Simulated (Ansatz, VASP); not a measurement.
## LiH in VASP and in Ansatz

File INCAR:

```
SYSTEM = LiH
ALGO = Normal
EDIFF = 1E-6
ENCUT = 520
ISIF = 2
ISMEAR = -1
LASPH = .True.
LCHARG = .False.
LREAL = .False.
LWAVE = .False.
NBANDS = 9
NELM = 80
PREC = Accurate
SIGMA = 0.03
```

KPOINTS

```
k-points
0
Gamma
  11 11 11
  0 0 0
```

The input POSCAR:

```
LiH
1.0
    0.0000000000      2.0723630616      2.0723630616
    2.0723630616      0.0000000000      2.0723630616
    2.0723630616      2.0723630616      0.0000000000
Li H
1 1
Direct
    0.0000000000      0.0000000000      0.0000000000
    0.5000000000      0.5000000000      0.5000000000
```

Input for Ansatz:

```yaml
crystal:
  lattice:
    - [0.0, 2.0723630616, 2.0723630616]
    - [2.0723630616, 0.0, 2.0723630616]
    - [2.0723630616, 2.0723630616, 0.0]
  atoms:
    - { symbol: Li, position: [0.0, 0.0, 0.0] }
    - { symbol: H, position: [0.5, 0.5, 0.5] }
kpoints:
  mp_grid: { grid: [11, 11, 11] }
  band_path:
    path:
      - [0.0, 0.0, 0.0]
      - [0.5, 0.0, 0.5]
      - [0.625, 0.25, 0.625]
      - [0.375, 0.375, 0.75]
      - [0.0, 0.0, 0.0]
      - [0.5, 0.5, 0.5]
      - [0.5, 0.25, 0.75]
      - [0.5, 0.0, 0.5]
    npoints: 5
scf:
  occupations: { method: fermi_dirac, width: 0.03 }
hamiltonian:
  xc: lda
  pseudopotentials: { kind: all_electron, lapw: { basis_error: 0.001 } }
output:
  forces: true
  stress: true
  eigenvalues: true
```

Change from the starting cell: volume scaled by 1.06.

Alike in both runs: task single point; functional LDA; k mesh 11 × 11 × 11; occupations fermi-dirac, width 0.03 eV; no spin polarisation.

```csv
,VASP,Ansatz
version,VASP 6.6.1,Ansatz 0.2.0
potentials or method,"VASP PAW LDA potentials, release 64 (Li_sv, H), cutoff 520 eV","all-electron LAPW, scalar-relativistic"
```

```csv
,VASP,Ansatz,Ansatz less VASP
gap on the k mesh at the Fermi level (eV),2.87,2.88,+0.009
```

LDA's correlation is that of Perdew and Zunger in VASP and of Perdew and Wang (1992) in Ansatz. Ansatz ran all-electron here, and VASP with PAW potentials.

Noted on VASP's run: the cutoff is short for stress, so the pressure is rough.
